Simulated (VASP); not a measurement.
# Hg (Pm-3m) in VASP: further runs, part 2 of 2

VASP 6.6.1.

## (3) Single point, PBEsol (23.53 Å³/atom)

This run uses another cell than the first one, of 23.53 Å³/atom.

File INCAR:

```
PREC     = Accurate       # precision mode
ENCUT    = 520            # plane-wave cutoff, eV
EDIFF    = 1E-6           # SCF threshold, eV
ISMEAR   = -1             # smearing method
SIGMA    = 0.1            # smearing width, eV
LREAL    = F              # projectors in reciprocal space
LASPH    = T              # aspherical terms in the spheres
NELM     = 100            # most SCF steps
ALGO     = Normal         # electronic algorithm
ISIF     = 2              # what is computed and relaxed
LWAVE    = F              # write WAVECAR
LCHARG   = T              # write CHGCAR
GGA      = PS             # functional
LELF     = T              # ELF
LVHAR    = T            
NBANDS   = 12             # bands
```

File KPOINTS:

```
regular mesh
0
Gamma
  12 12 12
```

File POSCAR:

```
Hg
1.0
    2.8653588142      0.0000000000      0.0000000000
    0.0000000000      2.8653588142      0.0000000000
    0.0000000000      0.0000000000      2.8653588142
Hg
1
Direct
    0.0000000000      0.0000000000      0.0000000000
```

Potentials or basis: VASP PAW PBE potentials, release 64 (Hg).

Launch:

```bash
cat potpaw_PBE.64/Hg/POTCAR > POTCAR
mpirun -np 1 vasp_std > vasp.out
```

OUTCAR:

```text
PREC = Accurate
   ENCUT = 520
   EDIFF = 1E-6
   ISMEAR = -1
   LREAL = F
   LASPH = T
   NELM = 100
   ISIF = 2
   GGA = PS

 ion  position               nearest neighbor table
   1  0.000  0.000  0.000-

  LATTYP: Found a simple cubic cell.
 ALAT       =     2.8653588142

  Lattice vectors:

 A1 = (   2.8653588142,   0.0000000000,   0.0000000000)
 A2 = (   0.0000000000,   2.8653588142,   0.0000000000)
 A3 = (   0.0000000000,   0.0000000000,   2.8653588142)

Analysis of symmetry for initial positions (statically):
=====================================================================
 Subroutine PRICEL returns:
 Original cell was already a primitive cell.

 Routine SETGRP: Setting up the symmetry group for a
 simple cubic supercell.

 Subroutine GETGRP returns: Found 48 space group operations
 (whereof 48 operations were pure point group operations)
 out of a pool of 48 trial point group operations.

The static configuration has the point symmetry O_h .

Analysis of symmetry for dynamics (positions and initial velocities):
=====================================================================
 Subroutine PRICEL returns:
 Original cell was already a primitive cell.

 Routine SETGRP: Setting up the symmetry group for a
 simple cubic supercell.

 Subroutine GETGRP returns: Found 48 space group operations
 (whereof 48 operations were pure point group operations)
 out of a pool of 48 trial point group operations.

The dynamic configuration has the point symmetry O_h .

 Subroutine INISYM returns: Found 48 space group operations
 (whereof 48 operations are pure point group operations),
 and found     1 'primitive' translations

----------------------------------------------------------------------------------------

                                     Primitive cell

  volume of cell :      23.5254

  direct lattice vectors                    reciprocal lattice vectors
     2.865358814  0.000000000  0.000000000     0.348996431  0.000000000  0.000000000
     0.000000000  2.865358814  0.000000000     0.000000000  0.348996431  0.000000000
[... 113 lines left out ...]
   LRPA    =     F    only Hartree local field effects (RPA)
 non-spin polarized calculation
  energy-cutoff  :      520.00
  volume of cell :       23.53
 maximum number of plane-waves:       655
 NGX is ok and might be reduce to    24
   NGX = 11   NGY = 11   NGZ = 11

 number of electron      12.0000001 magnetization

 Free energy of the ion-electron system (eV)
  ---------------------------------------------------
  ext. energy  EPLUGINS =         0.00000000
  ---------------------------------------------------
  free energy    TOTEN  =        -0.51770767 eV

  energy without entropy =       -0.50749643  energy(sigma->0) =       -0.51260205

 E-fermi :   2.7490     XC(G=0): -10.9761

 val. band max:        2.7082460535   @ k =   0.4167   0.0833   0.0833
 cond. band min:       2.8438558330   @ k =   0.5000   0.2500   0.1667
 fundamental gap:      0.1356097795
 Fermi energy:         2.7489598489

 k-point     1 :       0.0000    0.0000    0.0000
  band No.  band energies     occupation
      1      -6.7128      2.00000
      2      -5.9754      2.00000
      3      -5.9754      2.00000
      4      -3.2248      2.00000
      5      -3.2248      2.00000
      6      -3.2248      2.00000
      7      13.4810      0.00000
      8      13.4810      0.00000
      9      13.4810      0.00000
     10      17.3637      0.00000
     11      19.3361      0.00000
     12      19.3361      0.00000
[... 331 lines left out ...]
 k-point    24 :       0.4167    0.3333    0.0000
  band No.  band energies     occupation
      1      -5.4934      2.00000
      2      -5.3320      2.00000
      3      -3.9451      2.00000
      4      -3.7758      2.00000
      5      -3.4165      2.00000
      6       0.0970      2.00000
      7       4.4140      0.00000
      8       8.2225      0.00000
      9      12.8341      0.00000
     10      19.9768      0.00000
     11      20.8418      0.00000
     12      22.2707      0.00000

 [... further k-points ...]

------------------------ aborting loop because EDIFF is reached ----------------------------------------

  FORCE on cell =-STRESS in cart. coord.  units (eV):
  Direction    XX          YY          ZZ          XY          YZ          ZX
  --------------------------------------------------------------------------------------
  -------------------------------------------------------------------------------------
  Total        0.7804855      0.7804855      0.7804855      0.0000000      0.0000000     -0.0000000
  in kB       53.1542944     53.1542944     53.1542944      0.0000000      0.0000000     -0.0000000
  external PRESSURE =      53.1542944 kB  Pullay stress =       0.0000000 kB

 VOLUME and BASIS-vectors are now :
 -----------------------------------------------------------------------------
  energy-cutoff  :      520.00
  volume of cell :       23.53
      direct lattice vectors                 reciprocal lattice vectors
     2.865358814  0.000000000  0.000000000     0.348996431  0.000000000  0.000000000
     0.000000000  2.865358814  0.000000000     0.000000000  0.348996431  0.000000000
     0.000000000  0.000000000  2.865358814     0.000000000  0.000000000  0.348996431

 POSITION                                       TOTAL-FORCE (eV/Angst)
 -----------------------------------------------------------------------------------
      0.00000      0.00000      0.00000         0.000000      0.000000      0.000000
 -----------------------------------------------------------------------------------
    total drift:                               -0.000000     -0.000000      0.000000

  FREE ENERGIE OF THE ION-ELECTRON SYSTEM (eV)
  ---------------------------------------------------
  free  energy   TOTEN  =        -0.5177076678 eV

  energy  without entropy=       -0.5074964281  energy(sigma->0) =       -0.51260205
```

It took 12 s on 1 thread of Intel Xeon Platinum 8259CL at 2.50GHz (Skylake/Cascade Lake), shared host; peak memory 0.15 GiB.

What came out:

| Item | Value |
| --- | --- |
| Free energy | -0.5177 eV |
| Pressure | 5.3 GPa |
| Band gap on the k mesh | zero (bands 6 and 7 overlap by 7.49 eV) |

Caveat: the cell stands under pressure; the PAW data sets were made with another functional, which shifts forces and pressure a little; spin-orbit coupling is left out, which moves the levels of the heavy elements.
